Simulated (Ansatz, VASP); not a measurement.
## One calculation of Al, two programs

Contents of INCAR:

```
PREC = Accurate
ENCUT = 520
EDIFF = 1E-6
ISMEAR = 0
SIGMA = 0.15
LREAL = F
LASPH = T
NELM = 80
ALGO = Normal
ISIF = 2
LWAVE = F
LCHARG = T
GGA = PS
LELF = T
LVHAR = T
NBANDS = 8
```

The input KPOINTS:

```
regular mesh
0
Gamma
  20 20 20
```

The input POSCAR:

```
Al
1.0
   -1.6309991572      1.6309991572      1.6309991572
    1.6309991572     -1.6309991572      1.6309991572
    1.6309991572      1.6309991572     -1.6309991572
Al
1
Direct
    0.0000000000      0.0000000000      0.0000000000
```

Input for Ansatz:

```yaml
crystal:
  lattice:
    - [-1.6309991572, 1.6309991572, 1.6309991572]
    - [1.6309991572, -1.6309991572, 1.6309991572]
    - [1.6309991572, 1.6309991572, -1.6309991572]
  atoms:
    - { symbol: Al, position: [0.0, 0.0, 0.0] }
basis:
  ecutwfc: 420
kpoints:
  mp_grid: { grid: [20, 20, 20] }
hamiltonian:
  xc: pbesol
scf:
  occupations: { method: gaussian, width: 0.15 }
output:
  forces: true
  stress: true
  eigenvalues: true
  write_density: true
  write_potential: true
  elf: true
  volumetric_format: npy
```

Change from the starting cell: strain +0.025 along x and y, +0.025 along z, atoms carried along.

Alike in both runs: task single point; functional PBEsol; k mesh 20 × 20 × 20; occupations gaussian, width 0.15 eV; no spin polarisation.

|  | VASP | Ansatz |
| --- | --- | --- |
| version | VASP 6.6.1 | Ansatz 0.2.0 |
| potentials or method | VASP PAW PBE potentials, release 64 (Al), cutoff 520 eV | scalar-relativistic, plane waves, PAW |
| valence electrons in the cell | 3 | 3 |

```csv
,VASP,Ansatz,Ansatz less VASP
gap on the k mesh at the Fermi level (eV),none,none,-
pressure (GPa),-3.0,-3.0,-0.05
```

VASP's potentials were made for PBE, not for PBEsol. A gap of «none» marks a metal or a gap that the smearing closes.
